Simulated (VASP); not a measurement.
InGa3Se2: relaxation of cell and atoms with PBE

The system is InGa3Se2.

```
CELL_PARAMETERS angstrom
5.94682 0.00000 0.00000
-2.97341 5.15010 0.00000
0.00000 0.00000 4.17686
ATOMIC_POSITIONS crystal
In 0.00000 0.00000 0.88881
Ga 0.50000 0.50000 0.45952
Ga 0.50000 0.00000 0.45952
Ga 0.00000 0.50000 0.45952
Se 0.66667 0.33333 0.96314
Se 0.33333 0.66667 0.96314
```

The cell was generated, and may not be a known phase.

```yaml
Program: VASP 6.6.1
Task: relaxation of cell and atoms
Functional: PBE
Potentials_or_basis: VASP PAW PBE potentials, release 64 (In_d, Ga_d, Se)
Cutoff: 600 eV
k_mesh: 3 × 3 × 4
Occupations: gaussian, width 0.1 eV
Spin: no spin polarisation
Dipole_correction: no
Further_INCAR_settings: ALGO = Normal; EDIFF = 1e-06; IBRION = 2; EDIFFG = -0.04; NSW = 90; ISIF = 3
```

```yaml
Relaxed_volume: 25.05 Å³/atom
Relaxed_cell: a = 6.338 Å, b = 6.338 Å, c = 4.321 Å, α = 90.00°, β = 90.00°, γ = 120.00°
Space_group_after_relaxing_to_0.1_Å: P6mm (No. 183)
Energy_gained_by_relaxing: 76.9 meV/atom
Ionic_steps: 14
Pressure_after_relaxing: -0.1 GPa
Largest_force_after_relaxing: 0.036 eV/Å
Band_gap_on_the_k_mesh: zero (bands 32 and 33 overlap by 1.21 eV)
```

Forces on the atoms (eV/Å):
```
In   0.000  0.000  0.036
Ga   0.000  0.000  0.012
Ga   0.000  0.000  0.012
Ga   0.000  0.000  0.012
Se   0.000  0.000 -0.035
Se   0.000  0.000 -0.035
```

Stress tensor (GPa, compression positive):
```
-0.04  0.00  0.00
 0.00 -0.04  0.00
 0.00  0.00 -0.22
```

The path:
| step | energy change (eV) | largest force (eV/Å) | pressure (GPa) | volume (Å³) |
| --- | --- | --- | --- | --- |
| 1 | 0.0000 | 0.0888 | 7.99 | 127.92 |
| 2 | -0.4310 | 0.0854 | -0.24 | 148.62 |
| 3 | -0.4323 | 0.0878 | 0.12 | 147.23 |
| 4 | -0.4322 | 0.0857 | 0.05 | 147.64 |
| 5 | -0.4417 | 0.0776 | -0.01 | 148.23 |
| 6 | -0.4544 | 0.0807 | -0.04 | 149.96 |
| 7 | -0.4552 | 0.0788 | -0.05 | 150.45 |
| 8 | -0.4552 | 0.0811 | -0.05 | 150.39 |
| 9 | -0.4559 | 0.0758 | 0.00 | 150.11 |
| 10 | -0.4570 | 0.0657 | 0.23 | 149.29 |
| 11 | -0.4573 | 0.0633 | 0.19 | 149.33 |
| 12 | -0.4582 | 0.0595 | 0.18 | 149.47 |
| 13 | -0.4598 | 0.0519 | 0.10 | 149.76 |
| 14 | -0.4615 | 0.0360 | -0.10 | 150.33 |

Final structure:
```xyz
6
Lattice="6.3382 0.0000 0.0000 -3.1691 5.4890 0.0000 0.0000 0.0000 4.3209" Properties=species:S:1:pos:R:3 pbc="T T T"
In    0.0000    0.0000    3.9593
Ga    1.5846    2.7445    1.9470
Ga    0.0000    5.4890    1.9470
Ga   -1.5846    2.7445    1.9470
Se    3.1691    1.8297    4.1599
Se    0.0000    3.6594    4.1599
```

Levels at points of the mesh, in eV from the Fermi level:
| k point | band 30 | band 31 | band 32 | band 33 | band 34 | band 35 |
| --- | --- | --- | --- | --- | --- | --- |
| (0.00, 0.00, 0.00) | -2.27 | -0.55 | 0.52 | 0.52 | 0.96 | 0.96 |
| (0.00, 0.00, 0.50) | -2.32 | -2.32 | -0.69 | -0.69 | -0.43 | 2.65 |

Run time: 9.8 min on 1 thread of Intel(R) Xeon(R) Platinum 8559C (Emerald Rapids) (shared host), peak memory 0.32 GiB.

Caveat: the k points lie up to 0.38 Å⁻¹ apart in the final cell, too coarse for converged energies and pressures of a metal; the volume moved by over 15 % at a fixed basis, so the end points are rough; spin-orbit coupling is left out, which moves the levels of the heavy elements.
